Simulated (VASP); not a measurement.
# CdS (pbe) (P6_3mc) in VASP: further runs

CdS (pbe) is run at these levels: PBE; tasks: single point.

All numbers are computed with VASP 6.6.1; they aren't measurements. Logs are shortened: lines on timing, memory, paths and dates and some standing lists are left out, and cuts for length are marked.

### Step 1. The cell of the first run

Symmetry: P6_3mc, No. 186, hexagonal system. The conventional cell has a = 4.137 Å, b = 4.137 Å, c = 6.716 Å, α = 90.00°, β = 90.00°, γ = 120.00°. Cd (site symmetry 3m) has 4 S at 2.53 Å within 3.3 Å. Within 3.3 Å of S (site symmetry 3m) lie 4 Cd at 2.53 Å.

### Step 2. Single point, PBE

INCAR

```
ALGO     = Normal         # electronic algorithm
EDIFF    = 1E-6           # SCF threshold, eV
ENCUT    = 520            # plane-wave cutoff, eV
GGA      = PE             # functional
ISIF     = 2              # what is computed and relaxed
ISMEAR   = 0              # smearing method
LASPH    = True           # aspherical terms in the spheres
LCHARG   = False          # write CHGCAR
LREAL    = False          # projectors in reciprocal space
LWAVE    = False          # write WAVECAR
NBANDS   = 26             # bands
NELM     = 100            # most SCF steps
PREC     = Accurate       # precision mode
SIGMA    = 0.1            # smearing width, eV
```

KPOINTS

```
k-points
0
Gamma
  6 6 4
```

POSCAR

```
CdS
1.0
    4.1370000000      0.0000000000      0.0000000000
   -2.0685000000      3.5827470955      0.0000000000
    0.0000000000      0.0000000000      6.7160000000
Cd S
2 2
Direct
    0.3333333333      0.6666666667      0.0000000000
    0.6666666667      0.3333333333      0.5000000000
    0.3333333333      0.6666666667      0.3770000000
    0.6666666667      0.3333333333      0.8770000000
```

Potentials or basis: VASP PAW PBE potentials, release 64 (Cd, S).

On the command line:

```console
cat potpaw_PBE.64/Cd/POTCAR potpaw_PBE.64/S/POTCAR > POTCAR
mpirun -np 1 vasp_std > vasp.out
```

OUTCAR:

```text
EDIFF = 1E-6
   ENCUT = 520
   GGA = PE
   ISIF = 2
   ISMEAR = 0
   LASPH = True
   LREAL = False
   NELM = 100
   PREC = Accurate

 ion  position               nearest neighbor table
   1  0.333  0.667  0.000-   4 2.53   4 2.53   4 2.53   3 2.53
   2  0.667  0.333  0.500-   3 2.53   3 2.53   3 2.53   4 2.53
   3  0.333  0.667  0.377-   2 2.53   2 2.53   2 2.53   1 2.53
   4  0.667  0.333  0.877-   1 2.53   1 2.53   1 2.53   2 2.53

  LATTYP: Found a hexagonal cell.
 ALAT       =     4.1370000000
 C/A-ratio  =     1.6233985980

  Lattice vectors:

 A1 = (   4.1370000000,   0.0000000000,   0.0000000000)
 A2 = (  -2.0685000000,   3.5827470955,   0.0000000000)
 A3 = (   0.0000000000,   0.0000000000,   6.7160000000)

Analysis of symmetry for initial positions (statically):
=====================================================================
 Subroutine PRICEL returns:
 Original cell was already a primitive cell.

 Routine SETGRP: Setting up the symmetry group for a
 hexagonal supercell.

 Subroutine GETGRP returns: Found 12 space group operations
 (whereof  6 operations were pure point group operations)
 out of a pool of 24 trial point group operations.

The static configuration has the point symmetry C_3v.
 The point group associated with its full space group is C_6v.

Analysis of symmetry for dynamics (positions and initial velocities):
=====================================================================
 Subroutine PRICEL returns:
 Original cell was already a primitive cell.

 Routine SETGRP: Setting up the symmetry group for a
 hexagonal supercell.

 Subroutine GETGRP returns: Found 12 space group operations
 (whereof  6 operations were pure point group operations)
 out of a pool of 24 trial point group operations.

The dynamic configuration has the point symmetry C_3v.
 The point group associated with its full space group is C_6v.

 Subroutine INISYM returns: Found 12 space group operations
 (whereof  6 operations are pure point group operations),
 and found     1 'primitive' translations

----------------------------------------------------------------------------------------

                                     Primitive cell

  volume of cell :      99.5434

  direct lattice vectors                    reciprocal lattice vectors
     4.137000000  0.000000000  0.000000000     0.241721054  0.139557716  0.000000000
    -2.068500000  3.582747095  0.000000000     0.000000000  0.279115431  0.000000000
     0.000000000  0.000000000  6.716000000     0.000000000  0.000000000  0.148898154

  length of vectors
     4.137000000  4.137000000  6.716000000     0.279115431  0.279115431  0.148898154

  position of ions in fractional coordinates (direct lattice)
     0.333333333  0.666666667  0.000000000
     0.666666667  0.333333333  0.500000000
     0.333333333  0.666666667  0.377000000
     0.666666667  0.333333333  0.877000000

  ion indices of the primitive-cell ions
   primitive index   ion index
                 1           1
                 2           2
                 3           3
                 4           4

----------------------------------------------------------------------------------------

 KPOINTS: k-points

Automatic generation of k-mesh.
 Grid dimensions read from file:
 generate k-points for:    6    6    4

 Generating k-lattice:

  Cartesian coordinates                     Fractional coordinates (reciprocal lattice)
     0.040286842  0.023259619  0.000000000     0.166666667  0.000000000  0.000000000
     0.000000000  0.046519239  0.000000000     0.000000000  0.166666667  0.000000000
     0.000000000  0.000000000  0.037224538     0.000000000  0.000000000  0.250000000

  Length of vectors
     0.046519239  0.046519239  0.037224538

  Shift w.r.t. Gamma in fractional coordinates (k-lattice)
     0.000000000  0.000000000  0.000000000

 Subroutine IBZKPT returns following result:
 ===========================================

 Found     21 irreducible k-points:

 Following reciprocal coordinates:
            Coordinates               Weight
  0.000000  0.000000  0.000000      1.000000
  0.166667  0.000000  0.000000      6.000000
  0.333333  0.000000  0.000000      6.000000
  0.500000  0.000000  0.000000      3.000000
  0.166667  0.166667  0.000000      6.000000
  0.333333  0.166667  0.000000     12.000000
[... 13 lines left out ...]
  0.333333  0.166667  0.500000     12.000000
  0.333333  0.333333  0.500000      2.000000
   k-points           NKPTS =     21   k-points in BZ     NKDIM =     21   number of bands    NBANDS=     26
   number of dos      NEDOS =    301   number of ions     NIONS =      4
   total plane-waves  NPLWV =  51200
   dimension x,y,z NGX =    32 NGY =   32 NGZ =   50
   dimension x,y,z NGXF=    64 NGYF=   64 NGZF=  100
   ions per type =               2   2
   NGX,Y,Z   is equivalent  to a cutoff of  12.86, 12.86, 12.38 a.u.
   NGXF,Y,Z  is equivalent  to a cutoff of  25.72, 25.72, 24.75 a.u.
 SYSTEM =  unknown system
   PREC   = accura    normal or accurate (medium, high low for compatibility)
   ISTART =      0    job   : 0-new  1-cont  2-samecut
   ICHARG =      2    charge: 1-file 2-atom 10-const
   ISPIN  =      1    spin polarized calculation?
   LNONCOLLINEAR =      F non collinear calculations
   LSORBIT =      F    spin-orbit coupling
   LASPH  =      T    aspherical Exc in radial PAW
   ENCUT  =  520.0 eV  38.22 Ry    6.18 a.u.   7.69  7.69 12.49*2*pi/ulx,y,z
   NELM   =    100;   NELMIN=  2; NELMDL= -5     # of ELM steps
   EDIFF  = 0.1E-05   stopping-criterion for ELM
   LREAL  =      F    real-space projection
   EDIFFG = 0.1E-04   stopping-criterion for IOM
   NSW    =      0    number of steps for IOM
   IBRION =     -1    ionic relax: 0-MD 1-quasi-New 2-CG
   NFREE  =      0    steps in history (QN), initial steepest desc. (CG)
   ISIF   =      2    stress and relaxation
   ISYM   =      2    0-nonsym 1-usesym 2-fastsym
   POTIM  = 0.5000    time-step for ionic-motion
   TEBEG  =    0.0;   TEEND  =   0.0 temperature during run
   PSTRESS=    0.0 pullay stress
   NELECT =      36.0000    total number of electrons
   NUPDOWN=      -1.0000    fix difference up-down
   EMIN   =  10.00;   EMAX   =-10.00  energy-range for DOS
   EFERMI =   0.00;   METHOD = LEGACY
   ISMEAR =     0;   SIGMA  =   0.10  broadening in eV -4-tet -1-fermi 0-gaus
   EFERMI_NEDOS =   21; number of points for ismear=-14 and -15
   IALGO  =     38    algorithm
   IMIX   =      4    mixing-type and parameters
     AMIX     =   0.40;   BMIX     =  1.00
     AMIX_MAG =   1.60;   BMIX_MAG =  1.00
  volume/ion in A,a.u.               =      24.89       167.94
  Fermi-wavevector in a.u.,A,eV,Ry     =   1.166375  2.204129 18.509783  1.360431
  Thomas-Fermi vector in A             =   2.302889
   LORBIT       =      0    0 simple, 1 ext, 2 COOP (PROOUT), +10 PAW based schemes
   GGA     = PE    functional components
   LHFCALC =     F    Hartree Fock is set to
   AEXX    =    0.0000 exact exchange contribution
   IVDW    =     0    specifies the selected vdW correction
   LEPSILON=     F    determine dielectric tensor
   LRPA    =     F    only Hartree local field effects (RPA)
 non-spin polarized calculation
 Gauss-broadening in eV      SIGMA  =   0.10
  energy-cutoff  :      520.00
  volume of cell :       99.54
 maximum number of plane-waves:      2719
 NGX is ok and might be reduce to    32

 number of electron      35.9999995 magnetization

 Free energy of the ion-electron system (eV)
  ---------------------------------------------------
  ext. energy  EPLUGINS =         0.00000000
  ---------------------------------------------------
  free energy    TOTEN  =       -12.25046678 eV

  energy without entropy =      -12.25046678  energy(sigma->0) =      -12.25046678

 E-fermi :   1.7609     XC(G=0):  -9.1285

 val. band max:        1.2838667401   @ k =   0.0000   0.0000   0.0000
 cond. band min:       2.5084419623   @ k =   0.0000   0.0000   0.0000
 fundamental gap:      1.2245752222
 Fermi energy:         1.7608753088

 k-point     1 :       0.0000    0.0000    0.0000
  band No.  band energies     occupation
      1     -11.0675      2.00000
      2     -10.6368      2.00000
      3      -6.4093      2.00000
      4      -6.4037      2.00000
      5      -6.4037      2.00000
      6      -6.3196      2.00000
[... 18 lines left out ...]
     25       8.8683      0.00000
     26       9.0173      0.00000

 k-point     2 :       0.1667    0.0000    0.0000
  band No.  band energies     occupation
      1     -10.9731      2.00000
      2     -10.5964      2.00000
      3      -6.3789      2.00000
      4      -6.3660      2.00000
      5      -6.3307      2.00000
      6      -6.2716      2.00000
[... 18 lines left out ...]
     25       8.8402      0.00000
     26       9.4477      0.00000

 k-point     3 :       0.3333    0.0000    0.0000
  band No.  band energies     occupation
      1     -10.7692      2.00000
      2     -10.5292      2.00000
      3      -6.3253      2.00000
      4      -6.3083      2.00000
      5      -6.1845      2.00000
      6      -6.1564      2.00000
[... 18 lines left out ...]
     25       9.6272      0.00000
     26      10.1416      0.00000

 k-point     4 :       0.5000    0.0000    0.0000
  band No.  band energies     occupation
      1     -10.6487      2.00000
      2     -10.5138      2.00000
      3      -6.3101      2.00000
      4      -6.2906      2.00000
      5      -6.1048      2.00000
      6      -6.1036      2.00000
[... 18 lines left out ...]
     25       9.6872      0.00000
     26      11.4505      0.00000

 k-point     5 :       0.1667    0.1667    0.0000
  band No.  band energies     occupation
      1     -10.8232      2.00000
      2     -10.5436      2.00000
      3      -6.3319      2.00000
      4      -6.3208      2.00000
      5      -6.2095      2.00000
      6      -6.2084      2.00000
[... 18 lines left out ...]
     25       9.4302      0.00000
     26       9.9397      0.00000

 k-point     6 :       0.3333    0.1667    0.0000
  band No.  band energies     occupation
      1     -10.6502      2.00000
      2     -10.5144      2.00000
      3      -6.3224      2.00000
      4      -6.2623      2.00000
      5      -6.1285      2.00000
      6      -6.1146      2.00000
[... 340 lines left out ...]
 k-point    18 :       0.5000    0.0000    0.5000
  band No.  band energies     occupation
      1     -10.5705      2.00000
      2     -10.5705      2.00000
      3      -6.2783      2.00000
      4      -6.2783      2.00000
      5      -6.1934      2.00000
      6      -6.1934      2.00000
[... 18 lines left out ...]
     25       9.7167      0.00000
     26       9.7167      0.00000

 k-point    19 :       0.1667    0.1667    0.5000
  band No.  band energies     occupation
      1     -10.6746      2.00000
      2     -10.6746      2.00000
      3      -6.2794      2.00000
      4      -6.2794      2.00000
      5      -6.2524      2.00000
      6      -6.2524      2.00000
[... 18 lines left out ...]
     25       9.2945      0.00000
     26       9.2945      0.00000

 k-point    20 :       0.3333    0.1667    0.5000
  band No.  band energies     occupation
      1     -10.5715      2.00000
      2     -10.5715      2.00000
      3      -6.2522      2.00000
      4      -6.2522      2.00000
      5      -6.2027      2.00000
      6      -6.2027      2.00000
[... 18 lines left out ...]
     25       9.7676      0.00000
     26       9.7676      0.00000

 k-point    21 :       0.3333    0.3333    0.5000
  band No.  band energies     occupation
      1     -10.5384      2.00000
      2     -10.5384      2.00000
      3      -6.2207      2.00000
      4      -6.2207      2.00000
      5      -6.2025      2.00000
      6      -6.2025      2.00000
[... 18 lines left out ...]
     25      10.6303      0.00000
     26      10.6303      0.00000

------------------------ aborting loop because EDIFF is reached ----------------------------------------

  FORCE on cell =-STRESS in cart. coord.  units (eV):
  Direction    XX          YY          ZZ          XY          YZ          ZX
  --------------------------------------------------------------------------------------
  -------------------------------------------------------------------------------------
  Total        1.8528294      1.8528294      1.9295759      0.0000000      0.0000000      0.0000000
  in kB       29.8217872     29.8217872     31.0570416      0.0000000      0.0000000      0.0000000
  external PRESSURE =      30.2335386 kB  Pullay stress =       0.0000000 kB

 VOLUME and BASIS-vectors are now :
 -----------------------------------------------------------------------------
  energy-cutoff  :      520.00
  volume of cell :       99.54
      direct lattice vectors                 reciprocal lattice vectors
     4.137000000  0.000000000  0.000000000     0.241721054  0.139557716  0.000000000
    -2.068500000  3.582747095  0.000000000     0.000000000  0.279115431  0.000000000
     0.000000000  0.000000000  6.716000000     0.000000000  0.000000000  0.148898154

 POSITION                                       TOTAL-FORCE (eV/Angst)
 -----------------------------------------------------------------------------------
     -0.00000      2.38850      0.00000        -0.000000     -0.000000     -0.000501
      2.06850      1.19425      3.35800         0.000000      0.000000     -0.000501
     -0.00000      2.38850      2.53193         0.000000     -0.000000      0.000501
      2.06850      1.19425      5.88993        -0.000000      0.000000      0.000501
 -----------------------------------------------------------------------------------
    total drift:                               -0.000000     -0.000000     -0.000153

  FREE ENERGIE OF THE ION-ELECTRON SYSTEM (eV)
  ---------------------------------------------------
  free  energy   TOTEN  =       -12.2504667752 eV

  energy  without entropy=      -12.2504667752  energy(sigma->0) =      -12.25046678
```

Run time: 25 s. Hardware: 1 thread of AMD EPYC 9R45 (Zen 5), shared host; peak memory 0.2 GiB.

What came out:

- Free energy: -12.2505 eV
- Pressure: 3.0 GPa
- Band gap on the k mesh: 1.22 eV, direct

Levels at points of the mesh, in eV from the valence-band top:
```csv
k point,band 14,band 15,band 16,band 17,band 18,band 19,band 20,band 21,band 22,band 23
"(0.00, 0.00, 0.00)",-0.76,-0.76,-0.04,0.00,0.00,1.22,2.79,6.47,6.47,6.81
"(0.50, 0.00, 0.00)",-3.52,-2.64,-1.88,-1.29,-0.76,3.73,3.88,5.12,6.43,7.04
"(0.00, 0.00, 0.50)",-2.46,-0.39,-0.39,-0.39,-0.39,2.86,2.86,6.20,6.20,6.82
"(0.50, 0.00, 0.50)",-4.13,-1.35,-1.35,-1.32,-1.32,3.49,3.49,5.38,5.38,7.93
```

PBE gaps usually lie below the measured ones, often by a third to a half.

### Step 3. Single point, PBE

This run uses another cell than the first one, of 26.04 Å³/atom, 1.046 times its volume.

INCAR

```
SYSTEM = CdS
ALGO = Normal
EDIFF = 1E-6
ENCUT = 520
GGA = PE
ISIF = 2
ISMEAR = 0
LASPH = .TRUE.
LCHARG = .FALSE.
LREAL = .FALSE.
LWAVE = .FALSE.
NBANDS = 26
NELM = 80
PREC = Accurate
SIGMA = 0.02
```

KPOINTS

```
k-points
0
G
  9 9 4
  0 0 0
```

POSCAR

```
CdS
1.0
    4.1963020496      0.0000000000      0.0000000000
   -2.0981510248      3.6341041769      0.0000000000
    0.0000000000      0.0000000000      6.8304216542
Cd S
2 2
Direct
    0.3333333333      0.6666666667      0.0002356720
    0.6666666667      0.3333333333      0.5002356720
    0.3333333333      0.6666666667      0.3767643280
    0.6666666667      0.3333333333      0.8767643280
```

Potentials or basis: VASP PAW PBE potentials, release 64 (Cd, S).

On the command line:

```console
cat potpaw_PBE.64/Cd/POTCAR potpaw_PBE.64/S/POTCAR > POTCAR
mpirun -np 1 vasp_std > vasp.out
```

Run time: 41 s. Hardware: 1 thread of AMD EPYC 9R45 (Zen 5), shared host; peak memory 0.23 GiB.

The run converged. Its results:

```
Free energy            : -12.2995 eV
Pressure               : 0.3 GPa
Band gap on the k mesh : 1.11 eV, direct
```

Levels at points of the mesh, in eV from the valence-band top:
```
           k point  band 15  band 16  band 17  band 18  band 19  band 20  band 21  band 22
(0.00, 0.00, 0.00)    -0.69    -0.04     0.00     0.00     1.11     2.74     6.48     6.48
(0.00, 0.00, 0.50)    -0.36    -0.36    -0.36    -0.36     2.76     2.76     6.14     6.14
```

### Step 4. Single point, PBE

This run uses another cell than the first one, of 26.04 Å³/atom, 1.046 times its volume.

INCAR

```
SYSTEM = CdS
PREC = Accurate
ENCUT = 520
EDIFF = 1E-6
ISMEAR = 0
SIGMA = 0.01
LREAL = .FALSE.
LASPH = .TRUE.
NELM = 60
ALGO = Normal
ISIF = 2
LWAVE = .FALSE.
LCHARG = .FALSE.
GGA = PE
NBANDS = 26
```

KPOINTS

```
regular mesh
0
G
  9 9 4
  0 0 0
```

POSCAR is that of step 3.

On the command line:

```console
cat potpaw_PBE.64/Cd/POTCAR potpaw_PBE.64/S/POTCAR > POTCAR
mpirun -np 1 vasp_std > vasp.out
```

Wall time 43 s (1 thread of AMD EPYC 9R45 (Zen 5), shared host); peak memory 0.23 GiB.

The run converged. Its results:

```yaml
Free_energy: -12.2995 eV
Pressure: 0.3 GPa
Band_gap_on_the_k_mesh: 1.11 eV, direct
```

Levels at points of the mesh, in eV from the valence-band top:
| k point | band 14 | band 15 | band 16 | band 17 | band 18 | band 19 | band 20 | band 21 | band 22 | band 23 |
| --- | --- | --- | --- | --- | --- | --- | --- | --- | --- | --- |
| (0.00, 0.00, 0.00) | -0.69 | -0.69 | -0.04 | 0.00 | 0.00 | 1.11 | 2.74 | 6.48 | 6.48 | 6.78 |
| (0.00, 0.00, 0.50) | -2.36 | -0.36 | -0.36 | -0.36 | -0.36 | 2.76 | 2.76 | 6.14 | 6.14 | 6.83 |

### Step 5. Single point, PBE

This run uses another cell than the first one, of 26.04 Å³/atom, 1.046 times its volume.

INCAR

```
  PREC = Accurate
  ENCUT = 520
  EDIFF = 1E-6
  ISMEAR = 0
  SIGMA = 0.01
  LREAL = False
  LASPH = True
  NELM = 100
  ALGO = Normal
  ISIF = 2
  LWAVE = False
  LCHARG = False
  GGA = PE
  NBANDS = 26
```

KPOINTS

```
regular mesh
0
Gamma
  9 9 4
```

POSCAR

```
CdS
1.0
    4.1963020496      0.0000000000      0.0000000000
   -2.0981510248      3.6341041769      0.0000000000
    0.0000000000      0.0000000000      6.8304216542
Cd S
2 2
Direct
    0.3333333333      0.6666666667     -0.0090246788
    0.6666666667      0.3333333333      0.4909753212
    0.3333333333      0.6666666667      0.3860246788
    0.6666666667      0.3333333333      0.8860246788
```

On the command line:

```console
cat potpaw_PBE.64/Cd/POTCAR potpaw_PBE.64/S/POTCAR > POTCAR
mpirun -np 1 vasp_std > vasp.out
```

Wall time 46 s (1 thread of AMD EPYC 9R45 (Zen 5), shared host); peak memory 0.23 GiB.

The run converged. Its results:

| Quantity | Value |
| --- | --- |
| Free energy | -12.2438 eV |
| Pressure | 0.6 GPa |
| Largest force | 0.397 eV/Å |
| Band gap on the k mesh | 1.17 eV, direct |

Forces in eV/Å, atoms in the order of the input:
```
Cd   0.000  0.000  0.397
Cd   0.000  0.000  0.397
S    0.000  0.000 -0.397
S    0.000  0.000 -0.397
```

Stress tensor (GPa, compression positive):
```
 1.59  0.00  0.00
 0.00  1.59  0.00
 0.00  0.00 -1.40
```

Levels at points of the mesh, in eV from the valence-band top:
```tsv
k point	band 15	band 16	band 17	band 18	band 19	band 20	band 21	band 22
(0.00, 0.00, 0.00)	-0.60	-0.01	0.00	0.00	1.17	2.57	6.49	6.49
(0.00, 0.00, 0.50)	-0.31	-0.31	-0.31	-0.31	2.69	2.69	6.08	6.08
```

### Step 6. Overview

```tsv
cell	k mesh	smearing	gap on the mesh (eV)	pressure (GPa)
a = 4.137, b = 4.137, c = 6.716 Å, angles 90.0, 90.0, 120.0°, 4 atoms	6 × 6 × 4	gaussian 0.1 eV	1.22	3.0
a = 4.196, b = 4.196, c = 6.830 Å, angles 90.0, 90.0, 120.0°, 4 atoms	9 × 9 × 4	gaussian 0.02 eV	1.11	0.3
a = 4.196, b = 4.196, c = 6.830 Å, angles 90.0, 90.0, 120.0°, 4 atoms	9 × 9 × 4	gaussian 0.01 eV	1.17	0.6
```

Some of these runs hold the atoms at other places in the same cell, which the table doesn't show; runs alike in all that it shows share one row.

Alike in all rows: task single point; level PBE; potentials or basis VASP PAW PBE potentials, release 64 (Cd, S); no spin polarisation; cutoff (eV) 520.

Absolute energies hang on the potentials; compare differences alone.
